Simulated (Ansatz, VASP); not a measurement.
# SiC2F: VASP beside Ansatz

```xyz
4
Lattice="3.5202 0.0000 0.0000 -1.7601 3.0486 0.0000 0.0000 0.0000 3.8335" Properties=species:S:1:pos:R:3 pbc="T T T"
Si    0.0000    0.0000    1.9167
C     0.0000    2.0324    1.9167
C     1.7601    1.0162    1.9167
F     0.0000    0.0000    0.0000
```

Alike in both runs: functional PBE; k mesh 18 × 18 × 12; occupations gaussian, width 0.1 eV; no spin polarisation.

Ansatz relaxed the structure, and its values are those at the end. VASP's run is a single point on that final structure, the one shown.

|  | VASP | Ansatz |
| --- | --- | --- |
| version | VASP 6.6.1 | Ansatz 0.2.0 |
| potentials or method | VASP PAW PBE potentials, release 64 (Si, C, F), cutoff 520 eV | scalar-relativistic, plane waves, PAW |
| valence electrons in the cell | 19 | 19 |

|  | VASP | Ansatz | Ansatz less VASP |
| --- | --- | --- | --- |
| gap on the k mesh at the Fermi level (eV) | none | none | - |
| pressure (GPa) | 0.0 | 0.0 | +0.01 |

A gap of «none» marks a metal or a gap that the smearing closes.
